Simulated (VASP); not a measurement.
A run of VASP 6.6.1 is set up as follows.

File INCAR:

```
PREC = Accurate
ENCUT = 520
EDIFF = 1E-6
ISMEAR = 0
SIGMA = 0.1
LREAL = False
LASPH = True
NELM = 60
ALGO = Normal
ISIF = 2
LWAVE = False
LCHARG = True
GGA = CA
LELF = True
LVHAR = True
NBANDS = 16
```

The input KPOINTS:

```
Automatic mesh
0
Gamma
  6 6 6
```

File POSCAR:

```
InSb
1.0
    0.0000000000      3.3166107100      3.3166107100
    3.3166107100      0.0000000000      3.3166107100
    3.3166107100      3.3166107100      0.0000000000
In Sb
1 1
Direct
    0.0000000000      0.0000000000      0.0000000000
    0.7500000000      0.7500000000      0.7500000000
```

Potentials or basis: VASP PAW LDA potentials, release 64 (In_d, Sb).

The run is started by

```bash
$ cat potpaw_LDA.64/In_d/POTCAR potpaw_LDA.64/Sb/POTCAR > POTCAR
$ mpirun -np 1 vasp_std > vasp.out
```

Problem. Estimate the band gap on the k mesh.

Solution. Zero (filled and empty bands touch).

Problem. What does it give for the pressure?

Solution. -3.1 GPa.

Caveat: spin-orbit coupling is left out, which moves the levels of the heavy elements.
